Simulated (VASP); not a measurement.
Here is a VASP 6.6.1 calculation.

Contents of INCAR:

```
ALGO = Normal
EDIFF = 1E-6
ENCUT = 520
GGA = PE
ISIF = 2
ISMEAR = 0
LASPH = T
LCHARG = F
LREAL = Auto
LWAVE = F
NBANDS = 100
NELM = 60
PREC = Accurate
SIGMA = 0.01
```

KPOINTS

```
Automatic mesh
0
Gamma
  2 2 2
  0.5 0.5 0.5
```

File POSCAR:

```
Li17Br15
1.0
    5.5088933364     -5.5088933364     -5.5088933364
   -5.5088933364     -5.5088933364      5.5088933364
   -5.5088933364      5.5088933364     -5.5088933364
Li Br
17 15
Direct
    0.2500000000      0.2372548311      0.4872548311
    0.2500000000      0.5000000000      0.2500000000
    0.2500000000      0.7627451689      0.0127451689
   -0.0127451689      0.2372548311      0.7500000000
    0.2500000000      0.0000000000      0.7500000000
   -0.0127451689      0.5000000000      0.4872548311
    0.0000000000      0.7500000000      0.2500000000
    0.7500000000      0.2500000000      0.0000000000
    1.0000000000      1.0000000000      1.0000000000
    0.7500000000      0.5000000000      0.7500000000
    0.7500000000      0.7500000000      0.5000000000
    0.5000000000      0.2500000000      0.2500000000
    0.7500000000      0.0000000000      0.2500000000
    0.5127451689      0.5000000000      0.0127451689
    0.5127451689      0.7627451689      0.7500000000
    0.5000000000      0.0000000000      0.5000000000
    0.2500000000      0.5000000000      0.7500000000
    0.2500000000      0.7512499800      0.4987500200
    0.2500000000      0.0000000000      0.2500000000
   -0.0012499800      0.5000000000      0.0012499800
    0.2500000000      0.2487500200      0.0012499800
   -0.0012499800      0.7512499800      0.7500000000
   -0.0012499800     -0.0024999600      0.4987500200
    0.7500000000      0.5000000000      0.2500000000
   -0.0012499800      0.2487500200      0.2475000400
    0.7524999600      0.7512499800      0.0012499800
    0.7500000000      0.0000000000      0.7500000000
    0.5012499800      0.5000000000      0.4987500200
    0.7475000400      0.2487500200      0.4987500200
    0.5012499800      0.7512499800      0.2524999600
    0.5012499800      0.0024999600      0.0012499800
    0.5012499800      0.2487500200      0.7500000000
```

Potentials or basis: VASP PAW PBE potentials, release 64 (Li_sv, Br).

Command:

```bash
$ cat potpaw_PBE.64/Li_sv/POTCAR potpaw_PBE.64/Br/POTCAR > POTCAR
$ mpirun -np 1 vasp_std > vasp.out
```

Q: What does it give for the band gap on the k mesh?

A: 1.51 eV.

Q: Estimate the largest force.

A: 0.017 eV/Å.

Forces on the atoms (eV/Å):
```
Li   0.004  0.000  0.000
Li   0.000  0.000  0.000
Li  -0.004  0.000  0.000
Li   0.000  0.004  0.000
Li   0.000  0.000  0.000
Li   0.000  0.000  0.004
Li   0.000  0.000  0.000
Li   0.000  0.000  0.000
Li   0.000  0.000  0.000
Li   0.000  0.000  0.000
Li   0.000  0.000  0.000
Li   0.000  0.000  0.000
Li   0.000  0.000  0.000
Li   0.000  0.000 -0.004
Li   0.000 -0.004  0.000
Li   0.000  0.000  0.000
Li   0.000  0.000  0.000
Br   0.000  0.012 -0.012
Br   0.000  0.000  0.000
Br   0.012 -0.012  0.000
Br   0.000 -0.012  0.012
Br   0.012  0.000 -0.012
Br  -0.012 -0.012  0.000
Br   0.000  0.000  0.000
Br  -0.012  0.000 -0.012
Br   0.000  0.012  0.012
Br   0.000  0.000  0.000
Br  -0.012  0.012  0.000
Br   0.000 -0.012 -0.012
Br   0.012  0.000  0.012
Br   0.012  0.012  0.000
Br  -0.012  0.000  0.012
```
